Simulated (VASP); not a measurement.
## NaH: single point with LDA

Crystal: NaH.

```
CELL_PARAMETERS angstrom
0.00000 2.48786 2.48786
2.48786 0.00000 2.48786
2.48786 2.48786 0.00000
ATOMIC_POSITIONS crystal
Na 0.00000 0.00000 0.00000
H 0.50000 0.50000 0.50000
```

* Program: VASP 6.6.1
* Task: single point
* Functional: LDA
* Potentials or basis: VASP PAW LDA potentials, release 64 (Na_pv, H)
* Cutoff: 520 eV
* k mesh: 9 × 9 × 9
* Occupations: fermi-dirac, width 0.05 eV
* Spin: no spin polarisation
* Dipole correction: no
* Further INCAR settings: ALGO = Normal; EDIFF = 1e-07; NBANDS = 11

```
Pressure               : -3.5 GPa
Band gap on the k mesh : 3.57 eV, indirect (least direct gap 4.28 eV)
```

Levels at points of the mesh, in eV from the valence-band top:
```
           k point  band 1  band 2  band 3  band 4  band 5  band 6  band 7  band 8  band 9
(0.00, 0.00, 0.00)  -22.26  -22.26  -22.26   -3.48    9.70   14.63   14.63   14.63   15.40
```

Run time: 4.7 s on 1 thread of Intel(R) Xeon(R) 6975P-C (Granite Rapids), with other jobs on the host, peak memory 0.13 GiB.

A k mesh can miss the band edges. As with any semilocal functional, this LDA gap is likely too small.
